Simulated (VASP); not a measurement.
Wanted: the native input for a VASP 6.6.1 run.

```
Task                   : relaxation of cell and atoms
Functional             : PBE
Potentials or basis    : VASP PAW PBE potentials, release 64 (Al, In_d, As)
Cutoff                 : 600 eV
k mesh                 : 8 × 4 × 6
Occupations            : gaussian, width 0.02 eV
Spin                   : no spin polarisation
Dipole correction      : no
Further INCAR settings : ALGO = Normal; EDIFF = 1e-07; IBRION = 2; EDIFFG = -0.01; NSW = 100; ISIF = 3
```

The structure of Al3InAs4 lies in POSCAR:

```
Al3InAs4
1.0
    4.1236129000      0.0000000000      0.0000000000
    0.0000000000      8.2545528000      0.0000000000
    0.0000000000      0.0000000000      5.8373508000
Al In As
3 1 4
Direct
    0.0000000000      0.7421840000      0.0000870000
    0.0000000000      0.2578160000      0.0000870000
    0.5000000000      0.5000000000      0.5010100000
    0.5000000000      0.0000000000      0.5002330000
    0.5000000000      0.7364500000      0.7607780000
    0.0000000000      0.0000000000      0.2190110000
    0.5000000000      0.2635500000      0.7607780000
    0.0000000000      0.5000000000      0.2580150000
```

The input as run:

INCAR

```
SYSTEM = Al3InAs4
ALGO = Normal
EDIFF = 1E-7
EDIFFG = -0.01
ENCUT = 600
GGA = PE
IBRION = 2
ISIF = 3
ISMEAR = 0
LASPH = .True.
LCHARG = .False.
LREAL = .False.
LWAVE = .False.
NELM = 80
NSW = 100
PREC = Accurate
SIGMA = 0.02
```

KPOINTS

```
k-points
0
Gamma
  8 4 6
  0 0 0
```

Potentials or basis: VASP PAW PBE potentials, release 64 (Al, In_d, As).

The run is started by

```sh
$ cat potpaw_PBE.64/Al/POTCAR potpaw_PBE.64/In_d/POTCAR potpaw_PBE.64/As/POTCAR > POTCAR
$ mpirun -np 1 vasp_std > vasp.out
```

It gave:

```json
{"Relaxed volume": "24.91 Å³/atom", "Relaxed cell": "a = 4.127 Å, b = 8.263 Å, c = 5.843 Å, α = 90.00°, β = 90.00°, γ = 90.00°", "Space group after relaxing (to 0.1 Å)": "Pmm2 (No. 25)", "Energy gained by relaxing": "0.0 meV/atom", "Ionic steps": "2", "Pressure after relaxing": "-0.1 GPa", "Largest force after relaxing": "0.004 eV/Å", "Band gap on the k mesh": "1.02 eV"}
```

Caveat: spin-orbit coupling is left out, which moves the levels of the heavy elements.

It took 22 min on 1 thread of Oxide Virtual Turin-like Processor, with other jobs on the host, peak memory 0.58 GiB.
